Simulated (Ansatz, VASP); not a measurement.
# C: VASP beside Ansatz

The input INCAR:

```
  PREC = Accurate
  ENCUT = 600
  EDIFF = 1E-6
  ISMEAR = -1
  SIGMA = 0.05
  LREAL = F
  LASPH = T
  NELM = 60
  ALGO = Normal
  ISIF = 3
  LWAVE = F
  LCHARG = F
  GGA = PS
  IVDW = 13
  IBRION = 2
  NSW = 60
  EDIFFG = -0.01
```

The input KPOINTS:

```
regular mesh
0
Gamma
  13 13 13
```

The input POSCAR:

```
C
1.0
    0.0000000000      1.7833700000      1.7833700000
    1.7833700000      0.0000000000      1.7833700000
    1.7833700000      1.7833700000      0.0000000000
C
2
Direct
    0.7500000000      0.7500000000      0.7500000000
    0.5000000000      0.5000000000      0.5000000000
```

input.yaml

```yaml
crystal:
  lattice:
    - [0.0, 1.78337, 1.78337]
    - [1.78337, 0.0, 1.78337]
    - [1.78337, 1.78337, 0.0]
  atoms:
    - { symbol: C, position: [0.75, 0.75, 0.75] }
    - { symbol: C, position: [0.5, 0.5, 0.5] }
hamiltonian:
  xc: pbesol
  pseudopotentials: { kind: paw }
  dispersion: d4
kpoints:
  mp_grid: { grid: [13, 13, 13] }
scf:
  occupations: { method: fermi_dirac, width: 0.05 }
output:
  forces: true
  stress: true
  eigenvalues: true
relax:
  f_tol: 0.01
  max_steps: 40
  cell: { stress_tol: 0.05 }
```

Alike in both runs: task relaxation of cell and atoms; functional PBEsol; dispersion D4; k mesh 13 × 13 × 13; occupations fermi-dirac, width 0.05 eV; no spin polarisation.

|  | VASP | Ansatz |
| --- | --- | --- |
| version | VASP 6.6.1 | Ansatz 0.2.0 |
| potentials or method | VASP PAW PBE potentials, release 64 (C) | Ansatz PAW |
| plane-wave cutoff (eV) | 600 | 420 |
| valence electrons in the cell | 8 | 8 |

|  | VASP | Ansatz | Ansatz less VASP |
| --- | --- | --- | --- |
| gap on the k mesh at the Fermi level, each at its own relaxed structure (eV) | 4.05 | 4.06 | +0.009 |
| relaxed volume (Å³/atom) | 5.58 | 5.57 | -0.005 |
| relaxed cell length with the largest relative difference (Å) | 2.508 | 2.507 | -0.0008 |

VASP's potentials were made for PBE, not for PBEsol.

Noted on Ansatz's run: Pulay correction over one GPa; odd divisions of the mesh miss points on the zone boundary, where band edges often lie, so the gap on the mesh can be too wide; the plane-wave basis is chosen anew once the cell has moved, so the energies of steps on either side of that aren't comparable.
